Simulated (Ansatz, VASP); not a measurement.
## BiS4 in VASP and in Ansatz

```
CELL_PARAMETERS angstrom
-3.47130 3.47130 3.47130
3.47130 -3.47130 3.47130
3.47130 3.47130 -3.47130
ATOMIC_POSITIONS crystal
Bi 0.00000 0.00000 0.00000
S 0.00000 0.00000 0.74631
S 0.74631 0.00000 0.00000
S 0.00000 0.74631 0.00000
S 0.25369 0.25369 0.25369
```

Change from the starting cell: species swapped into the H4C type (I-43m, No. 217).

Alike in both runs: task single point; functional PBE; k mesh 4 × 4 × 4; occupations gaussian, width 0.1 eV; no spin polarisation.

|  | VASP | Ansatz |
| --- | --- | --- |
| version | VASP 6.6.1 | Ansatz 0.2.0 |
| potentials or method | VASP PAW PBE potentials, release 64 (Bi_d, S), cutoff 520 eV | scalar-relativistic, plane waves, PAW |
| valence electrons in the cell | 39 | 39 |

|  | VASP | Ansatz | Ansatz less VASP |
| --- | --- | --- | --- |
| gap on the k mesh at the Fermi level (eV) | none | none | - |
| rms of the force components (eV/Å) | 50.527 | 49.777 | -0.7498 |

Atom by atom the forces differ by 0.750 eV/Å (rms over components). A gap of «none» marks a metal or a gap that the smearing closes. With one functional, cell and mesh, what is left measures potentials, basis and numerics.

Spin-orbit coupling is off throughout.
